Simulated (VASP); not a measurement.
# Ru (P6_3/mmc) in VASP: a series of runs, part 2 of 3

VASP 6.6.1. Earlier steps stand in the parts before.

## (3) Single point, PBE (13.21 Å³/atom)

File INCAR:

```
SYSTEM = Ru
PREC = Accurate
ENCUT = 520
EDIFF = 1E-6
ISMEAR = 0
SIGMA = 0.15
LREAL = .False.
LASPH = .True.
NELM = 80
ALGO = Fast
ISIF = 2
LWAVE = .False.
LCHARG = .True.
GGA = PE
LELF = .True.
LVHAR = .True.
NBANDS = 21
```

File KPOINTS:

```
Automatic mesh
0
Gamma
  21 21 12
  0 0 0
```

File POSCAR:

```
Ru
1.0
    2.6830237894      0.0000000000      0.0000000000
   -1.3415118947      2.3235667606      0.0000000000
    0.0000000000      0.0000000000      4.2385653370
Ru
2
Direct
    0.3333333333      0.6666666667      0.2500000000
    0.6666666667      0.3333333333      0.7500000000
```

Potentials or basis: VASP PAW PBE potentials, release 64 (Ru_pv).

Launch:

```
cat potpaw_PBE.64/Ru_pv/POTCAR > POTCAR
mpirun -np 1 vasp_std > vasp.out
```

OUTCAR:

```text
SYSTEM = Ru
   PREC = Accurate
   ENCUT = 520
   EDIFF = 1E-6
   ISMEAR = 0
   LREAL = .False.
   LASPH = .True.
   NELM = 80
   ISIF = 2
   GGA = PE

 ion  position               nearest neighbor table
   1  0.333  0.667  0.250-   2 2.63   2 2.63   2 2.63   2 2.63   2 2.63   2 2.63
   2  0.667  0.333  0.750-   1 2.63   1 2.63   1 2.63   1 2.63   1 2.63   1 2.63

  LATTYP: Found a hexagonal cell.
 ALAT       =     2.6830237894
 C/A-ratio  =     1.5797718059

  Lattice vectors:

 A1 = (   2.6830237894,   0.0000000000,   0.0000000000)
 A2 = (  -1.3415118947,   2.3235667606,   0.0000000000)
 A3 = (   0.0000000000,   0.0000000000,   4.2385653370)

Analysis of symmetry for initial positions (statically):
=====================================================================
 Subroutine PRICEL returns:
 Original cell was already a primitive cell.

 Routine SETGRP: Setting up the symmetry group for a
 hexagonal supercell.

 Subroutine GETGRP returns: Found 24 space group operations
 (whereof 12 operations were pure point group operations)
 out of a pool of 24 trial point group operations.

The static configuration has the point symmetry D_3d.
 The point group associated with its full space group is D_6h.

Analysis of symmetry for dynamics (positions and initial velocities):
=====================================================================
 Subroutine PRICEL returns:
 Original cell was already a primitive cell.

 Routine SETGRP: Setting up the symmetry group for a
 hexagonal supercell.

 Subroutine GETGRP returns: Found 24 space group operations
 (whereof 12 operations were pure point group operations)
 out of a pool of 24 trial point group operations.

The dynamic configuration has the point symmetry D_3d.
 The point group associated with its full space group is D_6h.

 Subroutine INISYM returns: Found 24 space group operations
 (whereof 12 operations are pure point group operations),
 and found     1 'primitive' translations

----------------------------------------------------------------------------------------

                                     Primitive cell

  volume of cell :      26.4240

  direct lattice vectors                    reciprocal lattice vectors
     2.683023789  0.000000000  0.000000000     0.372713803  0.215186414  0.000000000
    -1.341511895  2.323566761  0.000000000     0.000000000  0.430372829  0.000000000
     0.000000000  0.000000000  4.238565337     0.000000000  0.000000000  0.235928886

  length of vectors
     2.683023789  2.683023789  4.238565337     0.430372829  0.430372829  0.235928886

  position of ions in fractional coordinates (direct lattice)
     0.333333333  0.666666667  0.250000000
     0.666666667  0.333333333  0.750000000

  ion indices of the primitive-cell ions
   primitive index   ion index
                 1           1
                 2           2

----------------------------------------------------------------------------------------

 KPOINTS: Automatic mesh

Automatic generation of k-mesh.
 Grid dimensions read from file:
 generate k-points for:   21   21   12

 Generating k-lattice:

  Cartesian coordinates                     Fractional coordinates (reciprocal lattice)
     0.017748276  0.010246972  0.000000000     0.047619048  0.000000000  0.000000000
     0.000000000  0.020493944  0.000000000     0.000000000  0.047619048  0.000000000
     0.000000000  0.000000000  0.019660741     0.000000000  0.000000000  0.083333333

  Length of vectors
     0.020493944  0.020493944  0.019660741

  Shift w.r.t. Gamma in fractional coordinates (k-lattice)
     0.000000000  0.000000000  0.000000000

 Subroutine IBZKPT returns following result:
 ===========================================

 Found    336 irreducible k-points:

 Following reciprocal coordinates:
            Coordinates               Weight
  0.000000  0.000000  0.000000      1.000000
  0.047619 -0.000000  0.000000      6.000000
  0.095238 -0.000000  0.000000      6.000000
  0.142857  0.000000  0.000000      6.000000
  0.190476 -0.000000  0.000000      6.000000
  0.238095 -0.000000  0.000000      6.000000
[... 16 lines left out ...]
  0.142857  0.095238  0.000000     12.000000
  0.190476  0.095238  0.000000     12.000000
 [... further k-points ...]
   k-points           NKPTS =    336   k-points in BZ     NKDIM =    336   number of bands    NBANDS=     21
   number of dos      NEDOS =    301   number of ions     NIONS =      2
   total plane-waves  NPLWV =  12800
   dimension x,y,z NGX =    20 NGY =   20 NGZ =   32
   dimension x,y,z NGXF=    40 NGYF=   40 NGZF=   64
   ions per type =               2
   NGX,Y,Z   is equivalent  to a cutoff of  12.39, 12.39, 12.55 a.u.
   NGXF,Y,Z  is equivalent  to a cutoff of  24.78, 24.78, 25.10 a.u.
 SYSTEM =  Ru
   PREC   = accura    normal or accurate (medium, high low for compatibility)
   ISTART =      0    job   : 0-new  1-cont  2-samecut
   ICHARG =      2    charge: 1-file 2-atom 10-const
   ISPIN  =      1    spin polarized calculation?
   LNONCOLLINEAR =      F non collinear calculations
   LSORBIT =      F    spin-orbit coupling
   LASPH  =      T    aspherical Exc in radial PAW
   ENCUT  =  520.0 eV  38.22 Ry    6.18 a.u.   4.99  4.99  7.88*2*pi/ulx,y,z
   NELM   =     80;   NELMIN=  2; NELMDL= -5     # of ELM steps
   EDIFF  = 0.1E-05   stopping-criterion for ELM
   LREAL  =      F    real-space projection
[... 7 lines left out ...]
   TEBEG  =    0.0;   TEEND  =   0.0 temperature during run
   PSTRESS=    0.0 pullay stress
   NELECT =      28.0000    total number of electrons
   NUPDOWN=      -1.0000    fix difference up-down
   EMIN   =  10.00;   EMAX   =-10.00  energy-range for DOS
   EFERMI =   0.00;   METHOD = LEGACY
   ISMEAR =     0;   SIGMA  =   0.15  broadening in eV -4-tet -1-fermi 0-gaus
   EFERMI_NEDOS =   21; number of points for ismear=-14 and -15
   IALGO  =     68    algorithm
   IMIX   =      4    mixing-type and parameters
     AMIX     =   0.40;   BMIX     =  1.00
     AMIX_MAG =   1.60;   BMIX_MAG =  1.00
  volume/ion in A,a.u.               =      13.21        89.16
  Fermi-wavevector in a.u.,A,eV,Ry     =   1.669019  3.153989 37.900728  2.785625
  Thomas-Fermi vector in A             =   2.754765
   LORBIT       =      0    0 simple, 1 ext, 2 COOP (PROOUT), +10 PAW based schemes
   GGA     = PE    functional components
   LHFCALC =     F    Hartree Fock is set to
   AEXX    =    0.0000 exact exchange contribution
   IVDW    =     0    specifies the selected vdW correction
   LEPSILON=     F    determine dielectric tensor
   LRPA    =     F    only Hartree local field effects (RPA)
 non-spin polarized calculation
 RMM-DIIS sequential band-by-band and
 Gauss-broadening in eV      SIGMA  =   0.15
  energy-cutoff  :      520.00
  volume of cell :       26.42
 maximum number of plane-waves:       732
 NGX is ok and might be reduce to    20
   NGX =  9   NGY =  9   NGZ = 15

 number of electron      27.9999994 magnetization

 Free energy of the ion-electron system (eV)
  ---------------------------------------------------
  ext. energy  EPLUGINS =         0.00000000
  ---------------------------------------------------
  free energy    TOTEN  =       -18.42964228 eV

  energy without entropy =      -18.41065324  energy(sigma->0) =      -18.42014776

 E-fermi :  13.3578     XC(G=0): -14.2897

 val. band max:       13.3568648406   @ k =   0.1905   0.0952   0.2500
 cond. band min:      13.3587511573   @ k =   0.2381   0.0476   0.0000
 fundamental gap:      0.0018863167
 Fermi energy:        13.3577831085

 k-point     1 :       0.0000    0.0000    0.0000
  band No.  band energies     occupation
      1     -30.4161      2.00000
      2     -29.3949      2.00000
      3     -29.3949      2.00000
      4     -29.2082      2.00000
      5     -29.2082      2.00000
      6     -29.1616      2.00000
[... 13 lines left out ...]
     20      23.7313      0.00000
     21      24.0394      0.00000

 k-point     2 :       0.0476   -0.0000    0.0000
  band No.  band energies     occupation
      1     -30.4076      2.00000
      2     -29.4131      2.00000
      3     -29.4011      2.00000
      4     -29.2273      2.00000
      5     -29.2107      2.00000
      6     -29.1655      2.00000
[... 13 lines left out ...]
     20      23.7314      0.00000
     21      24.0272      0.00000
[... 487 lines left out ...]
      5     -29.2722      2.00000
      6     -29.2369      2.00000
[... 13 lines left out ...]
     20      23.7311      0.00000
     21      23.8138      0.00000

 k-point    24 :       0.1905    0.0952    0.0000
  band No.  band energies     occupation
      1     -30.2008      2.00000
      2     -29.7748      2.00000
      3     -29.6699      2.00000
      4     -29.4921      2.00000
      5     -29.2971      2.00000
      6     -29.2724      2.00000
[... 13 lines left out ...]
     20      23.7310      0.00000
     21      23.7707      0.00000

 [... further k-points ...]
[... 5 lines left out ...]
  --------------------------------------------------------------------------------------
  -------------------------------------------------------------------------------------
  Total        2.3207719      2.3207719      2.3556233      0.0000000      0.0000000      0.0000000
  in kB      140.7163259    140.7163259    142.8294838      0.0000000      0.0000000      0.0000000
  external PRESSURE =     141.4207119 kB  Pullay stress =       0.0000000 kB

 VOLUME and BASIS-vectors are now :
 -----------------------------------------------------------------------------
  energy-cutoff  :      520.00
  volume of cell :       26.42
      direct lattice vectors                 reciprocal lattice vectors
     2.683023789  0.000000000  0.000000000     0.372713803  0.215186414  0.000000000
    -1.341511895  2.323566761  0.000000000     0.000000000  0.430372829  0.000000000
     0.000000000  0.000000000  4.238565337     0.000000000  0.000000000  0.235928886

 POSITION                                       TOTAL-FORCE (eV/Angst)
 -----------------------------------------------------------------------------------
     -0.00000      1.54904      1.05964        -0.000000      0.000000      0.000000
      1.34151      0.77452      3.17892         0.000000     -0.000000      0.000000
 -----------------------------------------------------------------------------------
    total drift:                               -0.000000      0.000000     -0.000000

  FREE ENERGIE OF THE ION-ELECTRON SYSTEM (eV)
  ---------------------------------------------------
  free  energy   TOTEN  =       -18.4296422819 eV

  energy  without entropy=      -18.4106532427  energy(sigma->0) =      -18.42014776
```

stdout:

```text
POSCAR found type information on POSCAR Ru
 POSCAR found :  1 types and       2 ions
 scaLAPACK will be used
 LDA part: xc-table for (Slater+PW92), standard interpolation
 POSCAR, INCAR and KPOINTS ok, starting setup
 FFT: planning ... GRIDC
 FFT: planning ... GRID_SOFT
 FFT: planning ... GRID
 WAVECAR not read
 entering main loop
WARNING in EDDRMM: call to ZHEGV failed, returncode =   6  3     19
WARNING in EDDRMM: call to ZHEGV failed, returncode =   8  4     19
```

Wall time 4 min (1 thread of Intel Xeon 8259CL, shared host); peak memory 0.25 GiB.

Results:

```yaml
Free_energy: -18.4296 eV
Pressure: 14.1 GPa
Band_gap_on_the_k_mesh: zero (bands 14 and 15 overlap by 3.32 eV)
```

Stress tensor (GPa, compression positive):
```
14.07  0.00  0.00
 0.00 14.07  0.00
 0.00  0.00 14.28
```

Caveat: the cell stands under pressure.

## (4) Single point, PBE (13.21 Å³/atom)

File INCAR:

```
SYSTEM = Ru
  PREC = Accurate
  ENCUT = 520
  EDIFF = 1E-7
  ISMEAR = 0
  SIGMA = 0.15
  LREAL = .FALSE.
  LASPH = .TRUE.
  NELM = 80
  ALGO = Fast
  ISIF = 2
  LWAVE = .FALSE.
  LCHARG = .FALSE.
  GGA = PE
  NBANDS = 21
```

File KPOINTS:

```
regular mesh
0
G
  21 21 12
  0 0 0
```

File POSCAR:

```
Ru
1.0
    2.5767064135      0.0000000000      0.0000000000
   -1.2883532068      2.2314932122      0.0000000000
    0.0000000000      0.0000000000      4.5955558885
Ru
2
Direct
    0.3333333333      0.6666666667      0.2500000000
    0.6666666667      0.3333333333      0.7500000000
```

Launch:

```
cat potpaw_PBE.64/Ru_pv/POTCAR > POTCAR
mpirun -np 1 vasp_std > vasp.out
```

Run time: 4.7 min. Hardware: 1 thread of Intel Xeon 8259CL, shared host; peak memory 0.26 GiB.

The run converged. Its results:

- Free energy: -18.0124 eV
- Pressure: 18.9 GPa
- Band gap on the k mesh: zero (bands 14 and 15 overlap by 2.72 eV)

Stress tensor (GPa, compression positive):
```
 39.76   0.00   0.00
  0.00  39.76   0.00
  0.00   0.00 -22.96
```

Levels at points of the mesh, in eV from the Fermi level:
```
           k point  band 12  band 13  band 14  band 15  band 16  band 17
(0.00, 0.00, 0.00)    -2.20    -2.20    -0.52    -0.52     0.02     1.28
(0.00, 0.00, 0.50)    -2.61    -2.61    -2.61     0.63     0.63     0.63
```

Caveat: the stress differs along the axes, from -23 to 40 GPa.

(Part 2 of 3 ends here.)

The gap in the log of VASP goes by the Fermi energy; the results here count the filled bands.